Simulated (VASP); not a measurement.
Runs of VASP 6.6.1 on Hf. Symmetry: Fm-3m, No. 225, cubic system. Conventional cell: a = 4.440 Å, b = 4.440 Å, c = 4.440 Å, α = 90.00°, β = 90.00°, γ = 90.00°. Within 4.1 Å of Hf (site symmetry m-3m) lie 12 Hf at 3.14 Å. 

```tsv
task	spin	fixed moment (μB)	k mesh for the DOS	occupations for the DOS	pressure (GPa)	moment (μB)
density of states	collinear, ferromagnetic start	-	23 × 23 × 23	tetrahedron	-	0.00
single point	collinear, ferromagnetic start	0.35	-	-	(b)	0.35
single point	collinear, ferromagnetic start	1.4	-	-	8.0	1.40
single point	collinear, ferromagnetic start	1.0	-	-	5.5	1.00
single point	collinear, ferromagnetic start	0.5	-	-	(a)	0.50
single point	collinear, ferromagnetic start	-	-	-	2.9	0.00
```

Alike in all rows: level PBE; potentials or basis VASP PAW PBE potentials, release 64 (Hf_pv); cell as given; k mesh 15 × 15 × 15; cutoff (eV) 520; smearing fermi-dirac 0.05 eV.

Estimate the missing entries.

(a) 3.5; (b) 3.1.

Caveats: spin-orbit coupling is left out, which moves the levels of the heavy elements; the total moment is fixed, so each spin has its own Fermi level (some runs); tetrahedron occupations give inexact forces and stress in metals (some runs).
